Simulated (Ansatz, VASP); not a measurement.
# MoS2 in VASP and in Ansatz

The input INCAR:

```
SYSTEM = MoS2
  PREC = Accurate
  ENCUT = 600
  EDIFF = 1E-6
  ISMEAR = 0
  SIGMA = 0.1
  LREAL = .False.
  LASPH = .True.
  NELM = 60
  ALGO = Normal
  ISIF = 3
  LWAVE = .False.
  LCHARG = .False.
  GGA = PE
  IVDW = 12
  IBRION = 2
  NSW = 100
  EDIFFG = -0.05
```

KPOINTS

```
Automatic mesh
0
Gamma
  6 6 2
  0 0 0
```

POSCAR

```
MoS2
1.0
    3.1610016016      0.0000000000      0.0000000000
   -1.5805008008      2.7375076884      0.0000000000
    0.0000000000      0.0000000000     12.2950000000
Mo S
2 4
Direct
    0.3333333333      0.6666666667      0.2500000000
    0.6666666667      0.3333333333      0.7500000000
    0.3333333333      0.6666666667      0.6275000000
    0.6666666667      0.3333333333      0.1275000000
    0.3333333333      0.6666666667      0.8725000000
    0.6666666667      0.3333333333      0.3725000000
```

Input for Ansatz:

```yaml
crystal:
  lattice:
    - [3.1610016016, 0.0, 0.0]
    - [-1.5805008008, 2.7375076884, 0.0]
    - [0.0, 0.0, 12.295]
  atoms:
    - { symbol: Mo, position: [0.3333333333, 0.6666666667, 0.25] }
    - { symbol: Mo, position: [0.6666666667, 0.3333333333, 0.75] }
    - { symbol: S, position: [0.3333333333, 0.6666666667, 0.6275] }
    - { symbol: S, position: [0.6666666667, 0.3333333333, 0.1275] }
    - { symbol: S, position: [0.3333333333, 0.6666666667, 0.8725] }
    - { symbol: S, position: [0.6666666667, 0.3333333333, 0.3725] }
basis:
  ecutwfc: 420
kpoints:
  mp_grid: { grid: [6, 6, 2] }
hamiltonian:
  xc: pbe
  dispersion: d3bj
scf:
  occupations: { method: gaussian, width: 0.1 }
output:
  forces: true
  stress: true
  eigenvalues: true
relax:
  adjacent_minimum: "off"
  f_tol: 0.05
  max_steps: 80
  cell: { stress_tol: 0.5 }
```

Alike in both runs: task relaxation of cell and atoms; functional PBE; dispersion D3(BJ); k mesh 6 × 6 × 2; occupations gaussian, width 0.1 eV; no spin polarisation.

|  | VASP | Ansatz |
| --- | --- | --- |
| version | VASP 6.6.1 | Ansatz 0.2.0 |
| potentials or method | VASP PAW PBE potentials, release 64 (Mo_sv, S), cutoff 600 eV | scalar-relativistic, plane waves, PAW |
| valence electrons in the cell | 52 | 52 |

|  | VASP | Ansatz | Ansatz less VASP |
| --- | --- | --- | --- |
| gap on the k mesh at the Fermi level, each at its own relaxed structure (eV) | 0.80 | 0.78 | -0.014 |
| relaxed volume (Å³/atom) | 17.29 | 17.31 | +0.022 |
| relaxed cell length with the largest relative difference (Å) | 12.075 | 12.082 | +0.0064 |
